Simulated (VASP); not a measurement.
Write the native input for VASP 6.6.1 that does the following.

- Task: relaxation of cell and atoms
- Functional: PBE
- Potentials or basis: VASP PAW PBE potentials, release 64 (B, N)
- Cutoff: 600 eV
- k mesh: 6 × 6 × 10
- Occupations: gaussian, width 0.1 eV
- Spin: no spin polarisation
- Dipole correction: no
- Further INCAR settings: ALGO = Normal; EDIFF = 1e-07; IBRION = 2; EDIFFG = -0.001; NSW = 80; ISIF = 3

The structure of B4N3 lies in POSCAR:

```
B4N3
1.0
    4.8550374129      0.0000000000      0.0000000000
   -2.4275187065      4.2045857359      0.0000000000
    0.0000000000      0.0000000000      3.2553016939
B N
4 3
Direct
    0.5093135203      0.0186270406      0.0000000000
    0.9813729594      0.4906864797      0.0000000000
    0.5093135203      0.4906864797      0.0000000000
    0.0000000000      0.0000000000      0.0000000000
    0.1662105039      0.8337894961      0.0000000000
    0.6675789923      0.8337894961      0.0000000000
    0.1662105039      0.3324210077      0.0000000000
```

The input as run:

INCAR

```
PREC = Accurate
ENCUT = 600
EDIFF = 1E-7
ISMEAR = 0
SIGMA = 0.1
LREAL = False
LASPH = True
NELM = 80
ALGO = Normal
ISIF = 3
LWAVE = False
LCHARG = False
GGA = PE
IBRION = 2
NSW = 80
EDIFFG = -0.001
```

KPOINTS

```
Automatic mesh
0
Gamma
  6 6 10
```

Potentials or basis: VASP PAW PBE potentials, release 64 (B, N).

Run with:

```bash
$ cat potpaw_PBE.64/B/POTCAR potpaw_PBE.64/N/POTCAR > POTCAR
$ mpirun -np 1 vasp_std > vasp.out
```

Results of the run:

```json
{
 "Relaxed volume": "9.45 Å³/atom",
 "Relaxed cell": "a = 4.854 Å, b = 4.854 Å, c = 3.243 Å, α = 90.00°, β = 90.00°, γ = 120.00°",
 "Space group after relaxing (to 0.1 Å)": "P-6m2 (No. 187)",
 "Energy gained by relaxing": "0.0 meV/atom",
 "Ionic steps": "17",
 "Pressure after relaxing": "0.0 GPa",
 "Band gap on the k mesh": "zero (an odd number of electrons rules out a gap without spin polarisation)"
}
```

Caveat: this functional lacks dispersion, which binds layers or chains, so the pressure and a relaxed spacing across them are unreliable; an odd number of electrons without spin polarisation forces a metal; a magnetic or distorted state may lie lower.

Wall time 3.3 min on 1 thread of Intel(R) Xeon(R) 6975P-C (Granite Rapids), on a shared host, peak memory 0.22 GiB.
